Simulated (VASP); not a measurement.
Write the native input for VASP 6.6.1 that does the following.

- Task: electric field gradients
- Functional: LDA
- Potentials or basis: VASP PAW LDA potentials, release 64 (K_sv, Ta_pv, O)
- Cutoff: 520 eV
- k mesh: 5 × 5 × 5
- Occupations: fermi-dirac, width 0.01 eV
- Spin: no spin polarisation
- Dipole correction: no
- Further INCAR settings: ALGO = Normal; EDIFF = 1e-08; NBANDS = 27

The structure of KTaO3 lies in POSCAR:

```
KTaO3
1.0
    3.9749611044      0.0000000000      0.0000000000
    0.0000000000      3.9749611044      0.0000000000
    0.0000000000      0.0000000000      3.9749611044
K Ta O
1 1 3
Direct
    0.5000000000      0.5000000000      0.5000000000
    0.0000000000      0.0000000000      0.0000000000
    0.5000000000      0.0000000000      0.0000000000
    0.0000000000      0.5000000000      0.0000000000
    0.0000000000      0.0000000000      0.5000000000
```

This cell differs from its parent crystal: volume scaled by 0.99.

One way to write it, as run:

INCAR

```
ALGO = Normal ; EDIFF = 1E-8
ENCUT = 520 ; ISIF = 2
ISMEAR = -1 ; LASPH = T
LCHARG = F ; LEFG = T
LREAL = F ; LWAVE = F
NBANDS = 27 ; NELM = 100
PREC = Accurate ; SIGMA = 0.01
```

KPOINTS

```
k-points
0
Gamma
  5 5 5
```

Potentials or basis: VASP PAW LDA potentials, release 64 (K_sv, Ta_pv, O).

Launch:

```console
$ cat potpaw_LDA.64/K_sv/POTCAR potpaw_LDA.64/Ta_pv/POTCAR potpaw_LDA.64/O/POTCAR > POTCAR
$ mpirun -np 1 vasp_std > vasp.out
```

It gave:

```json
{
  "Pressure": "-2.4 GPa",
  "Band gap on the k mesh": "2.15 eV, indirect (least direct gap 2.66 eV)"
}
```

Caveat: without QUAD_EFG the Cq values of the log hold for a quadrupole moment of 1 mb, not for the nuclei; spin-orbit coupling is left out, which moves the levels of the heavy elements.

Wall time 14 s on 1 thread of Intel(R) Xeon(R) Platinum 8488C (Sapphire Rapids), on a shared host, peak memory 0.15 GiB.
